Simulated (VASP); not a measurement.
# TiSi2 (Immm) in VASP: further runs

Runs on TiSi2. Level: PBEsol+U. Tasks: single point.

Program: VASP 6.6.1. These are calculated values, not measurements. Logs are shortened: lines on timing, memory, paths and dates and some standing lists are left out, and cuts for length are marked.

**1. The cell of the first run**

It takes space group Immm (No. 71, orthorhombic). Conventional cell: a = 2.942 Å, b = 3.413 Å, c = 8.387 Å, α = 90.00°, β = 90.00°, γ = 90.00°. Ti (site symmetry mmm) has 10 Si at 2.67 to 2.76 Å and 4 Ti at 2.94 to 3.41 Å within 3.5 Å. Si (site symmetry mm2) has 9 Si at 2.61 to 3.41 Å and 5 Ti at 2.67 to 2.76 Å within 3.5 Å.

**2. Single point, PBEsol+U**

File INCAR:

```
SYSTEM = TiSi2
ALGO = Normal
EDIFF = 1E-6
ENCUT = 520
GGA = PS
ISIF = 2
ISMEAR = -1
LASPH = .True.
LCHARG = .True.
LDAU = .True.
LDAUJ = 0 0
LDAUL = 2 -1
LDAUPRINT = 1
LDAUTYPE = 2
LDAUU = 3 0
LELF = .True.
LMAXMIX = 4
LREAL = .False.
LVHAR = .True.
LWAVE = .False.
NBANDS = 17
NELM = 150
PREC = Accurate
SIGMA = 0.05
```

File KPOINTS:

```
k-points
0
Gamma
  12 12 12
  0 0 0
```

File POSCAR:

```
TiSi2
1.0
   -1.4707597424      1.7062839610      4.1935421355
    1.4707597424     -1.7062839610      4.1935421355
    1.4707597424      1.7062839610     -4.1935421355
Ti Si
1 2
Direct
    0.0000000000      0.0000000000      0.0000000000
    0.6710837038      0.6710837038      0.0000000000
    0.3289162962      0.3289162962      0.0000000000
```

Potentials or basis: VASP PAW PBE potentials, release 64 (Ti_sv, Si).

Command:

```sh
$ cat potpaw_PBE.64/Ti_sv/POTCAR potpaw_PBE.64/Si/POTCAR > POTCAR
$ mpirun -np 1 vasp_std > vasp.out
```

OUTCAR:

```text
SYSTEM = TiSi2
   EDIFF = 1E-6
   ENCUT = 520
   GGA = PS
   ISIF = 2
   ISMEAR = -1
   LASPH = .True.
   LREAL = .False.
   NELM = 150
   PREC = Accurate

 ion  position               nearest neighbor table
   1  0.000  0.000  0.000-   2 2.67   2 2.67   2 2.67   3 2.67   2 2.67   3 2.67   3 2.67   3 2.67
                             2 2.76   3 2.76
   2  0.671  0.671  0.000-   3 2.61   3 2.61   3 2.61   3 2.61   1 2.67   1 2.67   1 2.67   1 2.67
                             1 2.76   3 2.87
   3  0.329  0.329  0.000-   2 2.61   2 2.61   2 2.61   2 2.61   1 2.67   1 2.67   1 2.67   1 2.67
                             1 2.76   2 2.87

  LATTYP: Found a body centered orthorhombic cell.
 ALAT       =     2.9415194848
 B/A-ratio  =     1.1601377926
 C/A-ratio  =     2.8512761225

  Lattice vectors:

 A1 = (  -1.4707597424,   1.7062839610,   4.1935421355)
 A2 = (   1.4707597424,  -1.7062839610,   4.1935421355)
 A3 = (   1.4707597424,   1.7062839610,  -4.1935421355)

Analysis of symmetry for initial positions (statically):
=====================================================================
 Subroutine PRICEL returns:
 Original cell was already a primitive cell.

 Routine SETGRP: Setting up the symmetry group for a
 body centered orthorhombic supercell.

 Subroutine GETGRP returns: Found  8 space group operations
 (whereof  8 operations were pure point group operations)
 out of a pool of  8 trial point group operations.

The static configuration has the point symmetry D_2h.

Analysis of symmetry for dynamics (positions and initial velocities):
=====================================================================
 Subroutine PRICEL returns:
 Original cell was already a primitive cell.

 Routine SETGRP: Setting up the symmetry group for a
 body centered orthorhombic supercell.

 Subroutine GETGRP returns: Found  8 space group operations
 (whereof  8 operations were pure point group operations)
 out of a pool of  8 trial point group operations.

The dynamic configuration has the point symmetry D_2h.

 Subroutine INISYM returns: Found  8 space group operations
 (whereof  8 operations are pure point group operations),
 and found     1 'primitive' translations

----------------------------------------------------------------------------------------

                                     Primitive cell

  volume of cell :      42.0953

  direct lattice vectors                    reciprocal lattice vectors
    -1.470759742  1.706283961  4.193542136     0.000000000  0.293034461  0.119230947
     1.470759742 -1.706283961  4.193542136     0.339960352  0.000000000  0.119230947
     1.470759742  1.706283961 -4.193542136     0.339960352  0.293034461  0.000000000

  length of vectors
     4.760287262  4.760287262  4.760287262     0.316362472  0.360262487  0.448823168

  position of ions in fractional coordinates (direct lattice)
     0.000000000  0.000000000  0.000000000
     0.671083704  0.671083704  0.000000000
     0.328916296  0.328916296  0.000000000

  ion indices of the primitive-cell ions
   primitive index   ion index
                 1           1
                 2           2
                 3           3

----------------------------------------------------------------------------------------

 KPOINTS: k-points

Automatic generation of k-mesh.
 Grid dimensions read from file:
 generate k-points for:   12   12   12

 Generating k-lattice:

  Cartesian coordinates                     Fractional coordinates (reciprocal lattice)
     0.000000000  0.024419538  0.009935912     0.083333333  0.000000000  0.000000000
     0.028330029  0.000000000  0.009935912     0.000000000  0.083333333  0.000000000
     0.028330029  0.024419538  0.000000000     0.000000000  0.000000000  0.083333333

  Length of vectors
     0.026363539  0.030021874  0.037401931

  Shift w.r.t. Gamma in fractional coordinates (k-lattice)
     0.000000000  0.000000000  0.000000000

 Subroutine IBZKPT returns following result:
 ===========================================

 Found    280 irreducible k-points:

 Following reciprocal coordinates:
            Coordinates               Weight
  0.000000  0.000000  0.000000      1.000000
  0.083333  0.000000 -0.000000      4.000000
  0.166667  0.000000 -0.000000      4.000000
  0.250000  0.000000  0.000000      4.000000
  0.333333  0.000000 -0.000000      4.000000
  0.416667 -0.000000  0.000000      4.000000
[... 16 lines left out ...]
  0.250000  0.166667 -0.000000      8.000000
  0.333333  0.166667 -0.000000      8.000000
 [... further k-points ...]
   k-points           NKPTS =    280   k-points in BZ     NKDIM =    280   number of bands    NBANDS=     17
   number of dos      NEDOS =    301   number of ions     NIONS =      3
   total plane-waves  NPLWV =  46656
   dimension x,y,z NGX =    36 NGY =   36 NGZ =   36
   dimension x,y,z NGXF=    72 NGYF=   72 NGZF=   72
   ions per type =               1   2
   NGX,Y,Z   is equivalent  to a cutoff of  12.57, 12.57, 12.57 a.u.
   NGXF,Y,Z  is equivalent  to a cutoff of  25.14, 25.14, 25.14 a.u.
 SYSTEM =  TiSi2
   PREC   = accura    normal or accurate (medium, high low for compatibility)
   ISTART =      0    job   : 0-new  1-cont  2-samecut
   ICHARG =      2    charge: 1-file 2-atom 10-const
   ISPIN  =      1    spin polarized calculation?
   LNONCOLLINEAR =      F non collinear calculations
   LSORBIT =      F    spin-orbit coupling
   LASPH  =      T    aspherical Exc in radial PAW
   ENCUT  =  520.0 eV  38.22 Ry    6.18 a.u.   8.85  8.85  8.85*2*pi/ulx,y,z
   NELM   =    150;   NELMIN=  2; NELMDL= -5     # of ELM steps
   EDIFF  = 0.1E-05   stopping-criterion for ELM
   LREAL  =      F    real-space projection
   EDIFFG = 0.1E-04   stopping-criterion for IOM
   NSW    =      0    number of steps for IOM
   IBRION =     -1    ionic relax: 0-MD 1-quasi-New 2-CG
   NFREE  =      0    steps in history (QN), initial steepest desc. (CG)
   ISIF   =      2    stress and relaxation
   ISYM   =      2    0-nonsym 1-usesym 2-fastsym
   POTIM  = 0.5000    time-step for ionic-motion
   TEBEG  =    0.0;   TEEND  =   0.0 temperature during run
   PSTRESS=    0.0 pullay stress
   NELECT =      20.0000    total number of electrons
   NUPDOWN=      -1.0000    fix difference up-down
   EMIN   =  10.00;   EMAX   =-10.00  energy-range for DOS
   EFERMI =   0.00;   METHOD = LEGACY
   ISMEAR =    -1;   SIGMA  =   0.05  broadening in eV -4-tet -1-fermi 0-gaus
   EFERMI_NEDOS =   21; number of points for ismear=-14 and -15
   IALGO  =     38    algorithm
   IMIX   =      4    mixing-type and parameters
     AMIX     =   0.40;   BMIX     =  1.00
     AMIX_MAG =   1.60;   BMIX_MAG =  1.00
  volume/ion in A,a.u.               =      14.03        94.69
  Fermi-wavevector in a.u.,A,eV,Ry     =   1.277439  2.414010 22.202670  1.631850
  Thomas-Fermi vector in A             =   2.410038
   LORBIT       =      0    0 simple, 1 ext, 2 COOP (PROOUT), +10 PAW based schemes
 LDA+U is selected, type is set to LDAUTYPE =  2
   angular momentum for each species LDAUL =     2   -1
   U (eV)           for each species LDAUU =   3.0  0.0
   J (eV)           for each species LDAUJ =   0.0  0.0
   GGA     = PS    functional components
   LHFCALC =     F    Hartree Fock is set to
   AEXX    =    0.0000 exact exchange contribution
   IVDW    =     0    specifies the selected vdW correction
   LEPSILON=     F    determine dielectric tensor
   LRPA    =     F    only Hartree local field effects (RPA)
 non-spin polarized calculation
  energy-cutoff  :      520.00
  volume of cell :       42.10
 maximum number of plane-waves:      1160
   NGX = 17   NGY = 17   NGZ = 17

atom =   1  type =  1  l = 2

 onsite density matrix

spin component  1

  0.1721 -0.0000  0.0000 -0.0000  0.0000
 -0.0000  0.1988 -0.0000 -0.0000 -0.0000
  0.0000 -0.0000  0.2131 -0.0000 -0.0299
 -0.0000 -0.0000 -0.0000  0.1662  0.0000
  0.0000 -0.0000 -0.0299  0.0000  0.2201

spin component  2

  0.1721 -0.0000  0.0000 -0.0000  0.0000
 -0.0000  0.1988 -0.0000 -0.0000 -0.0000
  0.0000 -0.0000  0.2131 -0.0000 -0.0299
 -0.0000 -0.0000 -0.0000  0.1662  0.0000
  0.0000 -0.0000 -0.0299  0.0000  0.2201

 occupancies and eigenvectors

  o =  0.1662  v =  0.0000  0.0000 -0.0000  1.0000 -0.0000  0.0000  0.0000  0.0000  0.0000  0.0000      0.0000  0.0000  0.0000  0.0000  0.0000  0.0000  0.0000  0.0000  0.0000  0.0000
  o =  0.1662  v =  0.0000  0.0000  0.0000  0.0000  0.0000  0.0000  0.0000 -0.0000  1.0000 -0.0000      0.0000  0.0000  0.0000  0.0000  0.0000  0.0000  0.0000  0.0000  0.0000  0.0000
  o =  0.1721  v =  1.0000  0.0000  0.0000  0.0000  0.0000  0.0000  0.0000  0.0000  0.0000  0.0000      0.0000  0.0000  0.0000  0.0000  0.0000  0.0000  0.0000  0.0000  0.0000  0.0000
  o =  0.1721  v =  0.0000  0.0000  0.0000  0.0000  0.0000  1.0000  0.0000  0.0000  0.0000  0.0000      0.0000  0.0000  0.0000  0.0000  0.0000  0.0000  0.0000  0.0000  0.0000  0.0000
  o =  0.1865  v =  0.0000 -0.0000  0.7469  0.0000  0.6650  0.0000  0.0000  0.0000  0.0000  0.0000      0.0000  0.0000  0.0000  0.0000  0.0000  0.0000  0.0000  0.0000  0.0000  0.0000
  o =  0.1865  v =  0.0000  0.0000  0.0000  0.0000  0.0000  0.0000 -0.0000  0.7469  0.0000  0.6650      0.0000  0.0000  0.0000  0.0000  0.0000  0.0000  0.0000  0.0000  0.0000  0.0000
  o =  0.1988  v =  0.0000  0.0000  0.0000  0.0000  0.0000  0.0000  1.0000 -0.0000 -0.0000  0.0000      0.0000  0.0000  0.0000  0.0000  0.0000  0.0000  0.0000  0.0000  0.0000  0.0000
  o =  0.1988  v =  0.0000  1.0000 -0.0000 -0.0000  0.0000  0.0000  0.0000  0.0000  0.0000  0.0000      0.0000  0.0000  0.0000  0.0000  0.0000  0.0000  0.0000  0.0000  0.0000  0.0000
  o =  0.2467  v =  0.0000  0.0000  0.0000  0.0000  0.0000  0.0000 -0.0000 -0.6650  0.0000  0.7469      0.0000  0.0000  0.0000  0.0000  0.0000  0.0000  0.0000  0.0000  0.0000  0.0000
  o =  0.2467  v =  0.0000 -0.0000 -0.6650  0.0000  0.7469  0.0000  0.0000  0.0000  0.0000  0.0000      0.0000  0.0000  0.0000  0.0000  0.0000  0.0000  0.0000  0.0000  0.0000  0.0000

 number of electron      19.9999998 magnetization

 Free energy of the ion-electron system (eV)
  ---------------------------------------------------
  ext. energy  EPLUGINS =         0.00000000
  ---------------------------------------------------
  free energy    TOTEN  =       -18.95243846 eV

  energy without entropy =      -18.94153153  energy(sigma->0) =      -18.94698499

 E-fermi :  10.2565     XC(G=0): -11.8292

 val. band max:       10.2485454111   @ k =   0.2500   0.2500  -0.0000
 cond. band min:      10.2663662880   @ k =  -0.3333  -0.3333   0.0833
 fundamental gap:      0.0178208769
 Fermi energy:        10.2565154905

 k-point     1 :       0.0000    0.0000    0.0000
  band No.  band energies     occupation
      1     -46.6084      2.00000
      2     -23.0073      2.00000
      3     -22.9916      2.00000
      4     -22.7369      2.00000
      5      -2.5227      2.00000
      6       5.3915      2.00000
[... 9 lines left out ...]
     16      15.7879      0.00000
     17      15.8813      0.00000

 k-point     2 :       0.0833    0.0000   -0.0000
  band No.  band energies     occupation
      1     -46.6080      2.00000
      2     -23.0068      2.00000
      3     -22.9980      2.00000
      4     -22.7364      2.00000
      5      -2.4201      2.00000
      6       5.1153      2.00000
[... 9 lines left out ...]
     16      15.6811      0.00000
     17      16.0171      0.00000

 k-point     3 :       0.1667    0.0000   -0.0000
  band No.  band energies     occupation
      1     -46.6068      2.00000
      2     -23.0154      2.00000
      3     -23.0055      2.00000
      4     -22.7352      2.00000
      5      -2.1159      2.00000
      6       4.6104      2.00000
[... 392 lines left out ...]
 k-point    23 :       0.2500    0.1667   -0.0000
  band No.  band energies     occupation
      1     -46.5960      2.00000
      2     -23.0284      2.00000
      3     -22.9948      2.00000
      4     -22.8184      2.00000
      5      -0.9817      2.00000
      6       3.6978      2.00000
[... 9 lines left out ...]
     16      15.8619      0.00000
     17      17.8835      0.00000

 k-point    24 :       0.3333    0.1667   -0.0000
  band No.  band energies     occupation
      1     -46.5944      2.00000
      2     -23.0512      2.00000
      3     -22.9927      2.00000
      4     -22.8161      2.00000
      5      -0.3022      2.00000
      6       2.9963      2.00000
[... 9 lines left out ...]
     16      15.4976      0.00000
     17      17.9982      0.00000

 [... further k-points ...]

------------------------ aborting loop because EDIFF is reached ----------------------------------------

  FORCE on cell =-STRESS in cart. coord.  units (eV):
  Direction    XX          YY          ZZ          XY          YZ          ZX
  --------------------------------------------------------------------------------------
  -------------------------------------------------------------------------------------
  Total        0.4350948      0.3102515      0.2803193     -0.0000000      0.0000000      0.0000000
  in kB       16.5600050     11.8083812     10.6691426     -0.0000000      0.0000000      0.0000000
  external PRESSURE =      13.0125096 kB  Pullay stress =       0.0000000 kB

 VOLUME and BASIS-vectors are now :
 -----------------------------------------------------------------------------
  energy-cutoff  :      520.00
  volume of cell :       42.10
      direct lattice vectors                 reciprocal lattice vectors
    -1.470759742  1.706283961  4.193542136     0.000000000  0.293034461  0.119230947
     1.470759742 -1.706283961  4.193542136     0.339960352  0.000000000  0.119230947
     1.470759742  1.706283961 -4.193542136     0.339960352  0.293034461  0.000000000

 POSITION                                       TOTAL-FORCE (eV/Angst)
 -----------------------------------------------------------------------------------
      0.00000      0.00000      0.00000        -0.000000      0.000000      0.000000
      0.00000      0.00000      5.62844        -0.000000      0.000000     -0.011445
      0.00000      0.00000      2.75865         0.000000     -0.000000      0.011445
 -----------------------------------------------------------------------------------
    total drift:                               -0.000000     -0.000000      0.000000

  FREE ENERGIE OF THE ION-ELECTRON SYSTEM (eV)
  ---------------------------------------------------
  free  energy   TOTEN  =       -18.9524384588 eV

  energy  without entropy=      -18.9415315259  energy(sigma->0) =      -18.94698499
```

Run time: 1.9 min. Hardware: 1 thread of Intel Xeon 6975P-C (Granite Rapids), shared host; peak memory 0.34 GiB.

Results:

```
Free energy            : -18.9524 eV
Pressure               : 1.3 GPa
Largest force          : 0.011 eV/Å
Band gap on the k mesh : zero (bands 10 and 11 overlap by 2.47 eV)
```

Forces in eV/Å, atoms in the order of the input:
```
Ti   0.000  0.000  0.000
Si   0.000  0.000 -0.011
Si   0.000  0.000  0.011
```

Stress tensor (GPa, compression positive):
```
1.66 0.00 0.00
0.00 1.18 0.00
0.00 0.00 1.07
```

Eigenvalues of the final occupation matrices:
```
    site  spin  trace               eigenvalues
site 1 d     1   0.97  0.17 0.17 0.19 0.20 0.25
site 1 d     2   0.97  0.17 0.17 0.19 0.20 0.25
```

Caveat: the PAW data sets were made with another functional, which shifts forces and pressure a little; U without spin polarisation on a metal has little footing; the U is typed as a test and isn't derived for this compound.

(Part 1 of 2 ends here.)
